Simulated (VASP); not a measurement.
Wanted: the native input for a VASP 6.6.1 run.

| Property | Result |
| --- | --- |
| Task | single point |
| Functional | PBE |
| Potentials or basis | VASP PAW PBE potentials, release 64 (Be) |
| Cutoff | 520 eV |
| k mesh | 11 × 11 × 16 |
| Occupations | fermi-dirac, width 0.1 eV |
| Spin | no spin polarisation |
| Dipole correction | no |
| Further INCAR settings | ALGO = Normal; EDIFF = 1e-06; NBANDS = 10 |

The structure of Be lies in POSCAR:

```
Be
1.0
    3.6630751396      0.0000000000      0.0000000000
   -1.8315375698      3.1723161269      0.0000000000
    0.0000000000      0.0000000000      2.2500432573
Be
3
Direct
    1.0000000000      1.0000000000      1.0000000000
    0.3333333333      0.6666666667      0.5000000000
    0.6666666667      0.3333333333      0.5000000000
```

This cell differs from its parent crystal: volume scaled by 1.08.

One way to write it, as run:

INCAR

```
ALGO = Normal ; EDIFF = 1E-6
ENCUT = 520 ; GGA = PE
ISIF = 2 ; ISMEAR = -1
LASPH = True ; LCHARG = False
LREAL = False ; LWAVE = False
NBANDS = 10 ; NELM = 60
PREC = Accurate ; SIGMA = 0.1
```

KPOINTS

```
k-points
0
Gamma
  11 11 16
```

Potentials or basis: VASP PAW PBE potentials, release 64 (Be).

The run is started by

```bash
$ cat potpaw_PBE.64/Be/POTCAR > POTCAR
$ mpirun -np 1 vasp_std > vasp.out
```

Results of the run:

| Property | Result |
| --- | --- |
| Pressure | -7.7 GPa |
| Band gap on the k mesh | zero (band 3 reaches 10.37 eV, above the bottom of band 4 at 5.93 eV) |

It took 20 s on 1 thread of Intel(R) Xeon(R) Platinum 8375C CPU @ 2.90GHz (Ice Lake), on a shared host, peak memory 0.15 GiB.
